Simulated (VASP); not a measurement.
A run of VASP 6.6.1:

INCAR

```
ALGO = Normal
EDIFF = 1E-7
ENCUT = 520
GGA = CA
ISIF = 2
ISMEAR = -1
LASPH = T
LCHARG = F
LREAL = F
LWAVE = F
NBANDS = 50
NELM = 60
PREC = Accurate
SIGMA = 0.1
```

Contents of KPOINTS:

```
k-points
0
Gamma
  7 7 7
```

File POSCAR:

```
Pt
1.0
    4.9653517697      0.0000000000      0.0000000000
    0.0000000000      4.9653517697      0.0000000000
    0.0000000000      0.0000000000      4.9653517697
Pt
8
Direct
    1.0000000000      0.0000000000      1.0000000000
    0.5000000000      0.5000000000      0.5000000000
    0.2500000000      0.0000000000      0.5000000000
    0.7500000000      1.0000000000      0.5000000000
    0.5000000000      0.2500000000      1.0000000000
    0.5000000000      0.7500000000      1.0000000000
    0.0000000000      0.5000000000      0.2500000000
    0.0000000000      0.5000000000      0.7500000000
```

Potentials or basis: VASP PAW LDA potentials, release 64 (Pt).

Command:

```console
$ cat potpaw_LDA.64/Pt/POTCAR > POTCAR
$ mpirun -np 1 vasp_std > vasp.out
```

Hardware: 1 thread of AMD EPYC 9R14 (Zen 4) (shared host).

Question: How long does it take, and how much memory?

Answer: It took 84 s on 1 thread of AMD EPYC 9R14 (Zen 4), on a shared host, peak memory 0.2 GiB. Counts: scf iterations 15, k points 20.
